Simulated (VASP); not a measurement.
# AlN (F-43m) in VASP: a series of runs

AlN is run at these levels: r2SCANh, PBEsol-based screened hybrid with 25 % exact exchange; tasks: single point, relaxation of cell and atoms.

Everything below comes from runs of VASP 6.6.1. Logs are shortened: lines on timing, memory, paths and dates and some standing lists are left out, and cuts for length are marked.

## (1) The cell of the first run

The structure is cubic, space group F-43m (No. 216). The conventional cell has a = 4.368 Å, b = 4.368 Å, c = 4.368 Å, α = 90.00°, β = 90.00°, γ = 90.00°. Al (site symmetry -43m) has 4 N at 1.89 Å within 2.5 Å. Within 2.5 Å of N (site symmetry -43m) lie 4 Al at 1.89 Å.

## (2) Single point, r2SCANh

Contents of POSCAR:

```
AlN
1.0
    0.0000000000      2.1839935596      2.1839935596
    2.1839935596      0.0000000000      2.1839935596
    2.1839935596      2.1839935596      0.0000000000
Al N
1 1
Direct
    0.0000000000      0.0000000000      0.0000000000
    0.2500000000      0.2500000000      0.2500000000
```

Contents of INCAR.step1:

```
PREC = Accurate ; ENCUT = 520
EDIFF = 1E-5 ; ISMEAR = -1
SIGMA = 0.05 ; LREAL = F
LASPH = T ; NELM = 60
ALGO = Normal ; ISIF = 2
LWAVE = T ; LCHARG = F
NBANDS = 11 ; GGA = PE
```

Contents of INCAR.step2:

```
PREC = Accurate ; ENCUT = 520
EDIFF = 1E-7 ; ISMEAR = -1
SIGMA = 0.05 ; LREAL = F
LASPH = T ; NELM = 60
ALGO = Normal ; ISIF = 2
LWAVE = F ; LCHARG = F
METAGGA = R2SCAN ; LHFCALC = T
AEXX = 0.1 ; LMIXTAU = T
PRECFOCK = Normal ; NBANDS = 11
ISTART = 1
```

Contents of KPOINTS:

```
Automatic mesh
0
Gamma
  5 5 5
```

Potentials or basis: VASP PAW PBE potentials, release 64 (Al, N).

The run is started by

```console
> cat potpaw_PBE.64/Al/POTCAR potpaw_PBE.64/N/POTCAR > POTCAR
> cp INCAR.step1 INCAR
> mpirun -np 1 vasp_std > vasp.out
> cp INCAR.step2 INCAR
> mpirun -np 1 vasp_std > vasp.out
```

OUTCAR:

```text
PREC = Accurate
   ENCUT = 520
   EDIFF = 1E-7
   ISMEAR = -1
   LREAL = F
   LASPH = T
   NELM = 60
   ISIF = 2
   METAGGA = R2SCAN
   LHFCALC = T
   AEXX = 0.1
   PRECFOCK = Normal
   ISTART = 1

 ion  position               nearest neighbor table
   1  0.000  0.000  0.000-   2 1.89   2 1.89   2 1.89   2 1.89
   2  0.250  0.250  0.250-   1 1.89   1 1.89   1 1.89   1 1.89

  LATTYP: Found a face centered cubic cell.
 ALAT       =     4.3679871192

  Lattice vectors:

 A1 = (   0.0000000000,   2.1839935596,   2.1839935596)
 A2 = (   2.1839935596,   0.0000000000,   2.1839935596)
 A3 = (   2.1839935596,   2.1839935596,   0.0000000000)

Analysis of symmetry for initial positions (statically):
=====================================================================
 Subroutine PRICEL returns:
 Original cell was already a primitive cell.

 Routine SETGRP: Setting up the symmetry group for a
 face centered cubic supercell.

 Subroutine GETGRP returns: Found 24 space group operations
 (whereof 24 operations were pure point group operations)
 out of a pool of 48 trial point group operations.

The static configuration has the point symmetry T_d .

Analysis of symmetry for dynamics (positions and initial velocities):
=====================================================================
 Subroutine PRICEL returns:
 Original cell was already a primitive cell.

 Routine SETGRP: Setting up the symmetry group for a
 face centered cubic supercell.

 Subroutine GETGRP returns: Found 24 space group operations
 (whereof 24 operations were pure point group operations)
 out of a pool of 48 trial point group operations.

The dynamic configuration has the point symmetry T_d .

 Subroutine INISYM returns: Found 24 space group operations
 (whereof 24 operations are pure point group operations),
 and found     1 'primitive' translations

----------------------------------------------------------------------------------------

                                     Primitive cell

  volume of cell :      20.8345

  direct lattice vectors                    reciprocal lattice vectors
     0.000000000  2.183993560  2.183993560    -0.228938404  0.228938404  0.228938404
     2.183993560  0.000000000  2.183993560     0.228938404 -0.228938404  0.228938404
     2.183993560  2.183993560  0.000000000     0.228938404  0.228938404 -0.228938404

[... 81 lines left out ...]
   EMIN   =  10.00;   EMAX   =-10.00  energy-range for DOS
   EFERMI =   0.00;   METHOD = LEGACY
   ISMEAR =    -1;   SIGMA  =   0.05  broadening in eV -4-tet -1-fermi 0-gaus
   EFERMI_NEDOS =   21; number of points for ismear=-14 and -15
   IALGO  =     38    algorithm
   IMIX   =      1    mixing-type and parameters
     AMIX     =   0.40;   BMIX     =  1.00
     AMIX_MAG =   1.60;   BMIX_MAG =  1.00
  volume/ion in A,a.u.               =      10.42        70.30
  Fermi-wavevector in a.u.,A,eV,Ry     =   1.189899  2.248583 19.263943  1.415860
  Thomas-Fermi vector in A             =   2.325996
   LORBIT       =      0    0 simple, 1 ext, 2 COOP (PROOUT), +10 PAW based schemes
   METAGGA = R2SCAN    functional components
   LHFCALC =     T    Hartree Fock is set to
   PRECFOCK=normal    Normal, Fast or Accurate (Low or Medium for compatibility)
   ENCUT4O =  -1.0   cutoff for four orbital integrals eV
   NKREDX  =     1    reduce k-point grid by
   NKREDY  =     1    reduce k-point grid by
   NKREDZ  =     1    reduce k-point grid by
   AEXX    =    0.1000 exact exchange contribution
   HFSCREEN=    0.0000 screening length (either q_TF or 0.3 A-1)
   HFSCREENC=   0.0000 screening length for correlation (either q_TF or 0.3 A-1)
   ENCUTFOCK=  -1.0 apply spherical cutoff to Coloumb kernel
   IVDW    =     0    specifies the selected vdW correction
   LEPSILON=     F    determine dielectric tensor
   LRPA    =     F    only Hartree local field effects (RPA)
 non-spin polarized calculation
  energy-cutoff  :      520.00
  volume of cell :       20.83
 maximum number of plane-waves:       568
  NGX = 18; NGY = 18; NGZ = 18

 number of electron       8.0000000 magnetization

 Free energy of the ion-electron system (eV)
  ---------------------------------------------------
  ext. energy  EPLUGINS =         0.00000000
  ---------------------------------------------------
  free energy    TOTEN  =       -20.11880110 eV

  energy without entropy =      -20.11880110  energy(sigma->0) =      -20.11880110

 E-fermi :   6.3608     XC(G=0): -10.4074

 val. band max:        5.2145652082   @ k =   0.0000   0.0000   0.0000
 cond. band min:      10.4657239450   @ k =   0.4000   0.4000   0.0000
 fundamental gap:      5.2511587368
 Fermi energy:         6.3608204978

 k-point     1 :       0.0000    0.0000    0.0000
  band No.  band energies     occupation
      1     -11.0193      2.00000
      2       5.2146      2.00000
      3       5.2146      2.00000
      4       5.2146      2.00000
      5      10.8499      0.00000
      6      19.5804      0.00000
      7      19.5804      0.00000
      8      19.5804      0.00000
      9      24.7049      0.00000
     10      24.7049      0.00000
     11      26.3667      0.00000
[... 113 lines left out ...]
 k-point    10 :      -0.4000    0.4000    0.2000
  band No.  band energies     occupation
      1      -8.4649      2.00000
      2       0.6896      2.00000
      3       2.1558      2.00000
      4       3.2739      2.00000
      5      12.7960      0.00000
      6      17.6973      0.00000
      7      18.3606      0.00000
      8      20.6391      0.00000
      9      23.9552      0.00000
     10      26.5387      0.00000
     11      32.3212      0.00000

------------------------ aborting loop because EDIFF is reached ----------------------------------------

  FORCE on cell =-STRESS in cart. coord.  units (eV):
  Direction    XX          YY          ZZ          XY          YZ          ZX
  --------------------------------------------------------------------------------------
  -------------------------------------------------------------------------------------
  Total       -0.1781905     -0.1781905     -0.1781905      0.0000000      0.0000000     -0.0000000
  in kB      -13.7028590    -13.7028590    -13.7028590      0.0000000      0.0000000     -0.0000000
  external PRESSURE =     -13.7028590 kB  Pullay stress =       0.0000000 kB

 VOLUME and BASIS-vectors are now :
 -----------------------------------------------------------------------------
  energy-cutoff  :      520.00
  volume of cell :       20.83
      direct lattice vectors                 reciprocal lattice vectors
     0.000000000  2.183993560  2.183993560    -0.228938404  0.228938404  0.228938404
     2.183993560  0.000000000  2.183993560     0.228938404 -0.228938404  0.228938404
     2.183993560  2.183993560  0.000000000     0.228938404  0.228938404 -0.228938404

 POSITION                                       TOTAL-FORCE (eV/Angst)
 -----------------------------------------------------------------------------------
      0.00000      0.00000      0.00000        -0.000000     -0.000000     -0.000000
      1.09200      1.09200      1.09200         0.000000      0.000000      0.000000
 -----------------------------------------------------------------------------------
    total drift:                                0.000001     -0.000000      0.000000

  FREE ENERGIE OF THE ION-ELECTRON SYSTEM (eV)
  ---------------------------------------------------
  free  energy   TOTEN  =       -20.1188011035 eV

  energy  without entropy=      -20.1188011035  energy(sigma->0) =      -20.11880110
```

OUTCAR.step1:

```text
PREC = Accurate
   ENCUT = 520
   EDIFF = 1E-5
   ISMEAR = -1
   LREAL = F
[... 344 lines left out ...]
      0.00000      0.00000      0.00000        -0.000000     -0.000000     -0.000000
      1.09200      1.09200      1.09200         0.000000      0.000000      0.000000
 -----------------------------------------------------------------------------------
    total drift:                                0.000000      0.000000      0.000000

  FREE ENERGIE OF THE ION-ELECTRON SYSTEM (eV)
  ---------------------------------------------------
  free  energy   TOTEN  =       -14.8327109674 eV

  energy  without entropy=      -14.8327109674  energy(sigma->0) =      -14.83271097
```

OSZICAR.step1:

```text
N       E                     dE             d eps       ncg     rms          rms(c)
DAV:   1     0.659779555776E+01    0.65978E+01   -0.36315E+03   236   0.582E+02
DAV:   2    -0.164842672135E+02   -0.23082E+02   -0.22304E+02   261   0.130E+02
DAV:   3    -0.172161912741E+02   -0.73192E+00   -0.73095E+00   268   0.210E+01
DAV:   4    -0.172196234768E+02   -0.34322E-02   -0.34319E-02   247   0.161E+00
DAV:   5    -0.172196634358E+02   -0.39959E-04   -0.39959E-04   267   0.170E-01    0.863E+00
DAV:   6    -0.148434187603E+02    0.23762E+01   -0.11861E+01   258   0.173E+01    0.284E+00
DAV:   7    -0.148390964256E+02    0.43223E-02   -0.16840E-01   244   0.322E+00    0.206E+00
DAV:   8    -0.148338893650E+02    0.52071E-02   -0.26430E-02   238   0.156E+00    0.568E-01
DAV:   9    -0.148326484434E+02    0.12409E-02   -0.34118E-03   268   0.350E-01    0.233E-01
DAV:  10    -0.148327003869E+02   -0.51944E-04   -0.39078E-04   232   0.128E-01    0.178E-02
DAV:  11    -0.148327110699E+02   -0.10683E-04   -0.11470E-05   253   0.250E-02    0.158E-02
DAV:  12    -0.148327109674E+02    0.10243E-06   -0.43961E-07   122   0.513E-03
   1 F= -.14832711E+02 E0= -.14832711E+02  d E =-.645780E-10
```

Wall time 3 min (1 thread of Intel Xeon Platinum 8488C (Sapphire Rapids), shared host); peak memory 0.14 GiB.

Results:

* Free energy: -20.1188 eV
* Pressure: -1.4 GPa
* Band gap on the k mesh: 5.25 eV (least direct gap 5.64 eV)

Levels at points of the mesh, in eV from the valence-band top:
| k point | band 1 | band 2 | band 3 | band 4 | band 5 | band 6 | band 7 | band 8 | band 9 |
| --- | --- | --- | --- | --- | --- | --- | --- | --- | --- |
| (0.00, 0.00, 0.00) | -16.23 | 0.00 | 0.00 | 0.00 | 5.64 | 14.37 | 14.37 | 14.37 | 19.49 |

Caveat: the k points lie up to 0.50 Å⁻¹ apart; the PAW data sets were made with another functional, which shifts forces and pressure a little; an odd mesh through Γ misses points on the zone boundary, where band edges can lie.

## (3) Relaxation of cell and atoms, PBEsol-based screened hybrid with 25 % exact exchange

POSCAR is that of step 2.

Contents of INCAR.step1:

```
PREC     = Accurate       # precision mode
ENCUT    = 600            # plane-wave cutoff, eV
EDIFF    = 1E-5           # SCF threshold, eV
ISMEAR   = -1             # smearing method
SIGMA    = 0.05           # smearing width, eV
LREAL    = False          # projectors in reciprocal space
LASPH    = True           # aspherical terms in the spheres
NELM     = 100            # most SCF steps
ALGO     = Normal         # electronic algorithm
LWAVE    = True           # write WAVECAR
LCHARG   = False          # write CHGCAR
GGA      = PE             # functional
NBANDS   = 11             # bands
```

Contents of INCAR.step2:

```
PREC     = Accurate       # precision mode
ENCUT    = 600            # plane-wave cutoff, eV
EDIFF    = 1E-6           # SCF threshold, eV
ISMEAR   = -1             # smearing method
SIGMA    = 0.05           # smearing width, eV
LREAL    = False          # projectors in reciprocal space
LASPH    = True           # aspherical terms in the spheres
NELM     = 100            # most SCF steps
ALGO     = Normal         # electronic algorithm
ISIF     = 3              # what is computed and relaxed
LWAVE    = False          # write WAVECAR
LCHARG   = False          # write CHGCAR
GGA      = PS             # functional
LHFCALC  = True           # exact exchange
AEXX     = 0.25           # exact-exchange fraction
HFSCREEN = 0.207          # screening, 1/A
PRECFOCK = Normal       
IBRION   = 2              # ionic algorithm
NSW      = 60             # ionic steps
EDIFFG   = -0.01          # ionic threshold
ISTART   = 1
```

KPOINTS is that of step 2.

Potentials or basis: VASP PAW PBE potentials, release 64 (Al, N).

The run is started by

```console
> cat potpaw_PBE.64/Al/POTCAR potpaw_PBE.64/N/POTCAR > POTCAR
> cp INCAR.step1 INCAR
> mpirun -np 1 vasp_std > vasp.out
> cp INCAR.step2 INCAR
> mpirun -np 1 vasp_std > vasp.out
```

It took 3.5 min on 1 thread of Intel Xeon Platinum 8488C (Sapphire Rapids), shared host; peak memory 0.25 GiB.

It converged, with:

```
Free energy                           : -17.9429 eV
Relaxed volume                        : 10.28 Å³/atom
Relaxed cell                          : a = 3.075 Å, b = 3.075 Å, c = 3.075 Å, α = 60.00°, β = 60.00°, γ = 60.00°
Space group after relaxing (to 0.1 Å) : F-43m (No. 216)
Energy gained by relaxing             : 1.2 meV/atom
Ionic steps                           : 3
Pressure after relaxing               : 0.0 GPa
Band gap on the k mesh                : 5.11 eV (least direct gap 5.65 eV)
```

Step by step:
| step | energy change (eV) | largest force (eV/Å) | pressure (GPa) | volume (Å³) |
| --- | --- | --- | --- | --- |
| 1 | 0.0000 | 0.0000 | -2.75 | 20.83 |
| 2 | 0.0001 | 0.0000 | 2.94 | 20.30 |
| 3 | -0.0023 | 0.0000 | 0.01 | 20.57 |

Final structure:
```yaml
crystal:
  lattice:
    - [0.00000, 2.17466, 2.17466]
    - [2.17466, 0.00000, 2.17466]
    - [2.17466, 2.17466, 0.00000]
  atoms:
    - { symbol: Al, position: [0.00000, 0.00000, 0.00000] }
    - { symbol: N, position: [0.25000, 0.25000, 0.25000] }
```

Levels at points of the mesh, in eV from the valence-band top:
```csv
k point,band 2,band 3,band 4,band 5,band 6,band 7
"(0.00, 0.00, 0.00)",0.00,0.00,0.00,5.65,14.31,14.31
```

Caveat: the k points lie up to 0.50 Å⁻¹ apart in the final cell; the PAW data sets were made with another functional, which shifts forces and pressure a little; an odd mesh through Γ misses points on the zone boundary, where band edges can lie.
